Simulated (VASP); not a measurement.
Wanted: the native input for a VASP 6.6.1 run.

```
Task                   : relaxation of cell and atoms
Functional             : PBE
Dispersion             : D3(BJ)
Potentials or basis    : VASP PAW PBE potentials, release 64 (Hf_pv, Pd, Se, Br, O)
Cutoff                 : 600 eV
k mesh                 : 3 × 3 × 2
Occupations            : fermi-dirac, width 0.05 eV
Spin                   : no spin polarisation
Dipole correction      : no
Further INCAR settings : ALGO = Normal; EDIFF = 1e-06; IBRION = 2; EDIFFG = -0.02; NSW = 80; ISIF = 3
```

The structure of Hf2Pd2Se2Br2O3 lies in POSCAR:

```
Hf2Pd2Se2Br2O3
1.0
    5.6066300000     -0.0934600000     -0.0140900000
    1.6139300000      5.3351200000      0.0025100000
    1.3691600000      1.9152900000      8.3154300000
Hf Pd Se Br O
2 2 2 2 3
Direct
    0.2331700000      0.6516100000      0.0228400000
    0.7668300000      0.3483900000      0.9771600000
    0.0000000000      0.5000000000      0.5000000000
    0.0000000000      0.0000000000      0.5000000000
    0.0241900000      0.3391700000      0.2533100000
    0.9758100000      0.6608300000      0.7466900000
    0.5000000000      0.5000000000      0.5000000000
    0.5000000000      0.0000000000      0.5000000000
    0.4479200000      0.3572400000      0.9210100000
    0.5520800000      0.6427600000      0.0789900000
    0.0000000000      0.0000000000      0.0000000000
```

One way to write it, as run:

INCAR

```
SYSTEM = Hf2Pd2Se2Br2O3
  PREC = Accurate
  ENCUT = 600
  EDIFF = 1E-6
  ISMEAR = -1
  SIGMA = 0.05
  LREAL = .FALSE.
  LASPH = .TRUE.
  NELM = 100
  ALGO = Normal
  ISIF = 3
  LWAVE = .FALSE.
  LCHARG = .FALSE.
  GGA = PE
  IVDW = 12
  IBRION = 2
  NSW = 80
  EDIFFG = -0.02
```

KPOINTS

```
Automatic mesh
0
G
  3 3 2
  0 0 0
```

Potentials or basis: VASP PAW PBE potentials, release 64 (Hf_pv, Pd, Se, Br, O).

Command:

```console
$ cat potpaw_PBE.64/Hf_pv/POTCAR potpaw_PBE.64/Pd/POTCAR potpaw_PBE.64/Se/POTCAR potpaw_PBE.64/Br/POTCAR potpaw_PBE.64/O/POTCAR > POTCAR
$ mpirun -np 1 vasp_std > vasp.out
```

Results of the run:

- Relaxed volume: 21.52 Å³/atom
- Relaxed cell: a = 5.230 Å, b = 5.676 Å, c = 8.476 Å, α = 75.69°, β = 82.46°, γ = 76.90°
- Space group after relaxing (to 0.1 Å): P-1 (No. 2)
- Energy gained by relaxing: 22.3 meV/atom
- Ionic steps: 40
- Pressure after relaxing: 0.0 GPa
- Largest force after relaxing: 0.015 eV/Å
- Band gap on the k mesh: zero (bands 42 and 43 overlap by 1.11 eV)
- Dispersion energy per atom: -0.265 eV

Caveat: the k points lie up to 0.41 Å⁻¹ apart in the final cell, too coarse for converged energies and pressures of a metal; spin-orbit coupling is left out, which moves the levels of the heavy elements.

Wall time 35 min on 1 thread of Intel(R) Xeon(R) 6975P-C (Granite Rapids) (shared host), peak memory 0.6 GiB.
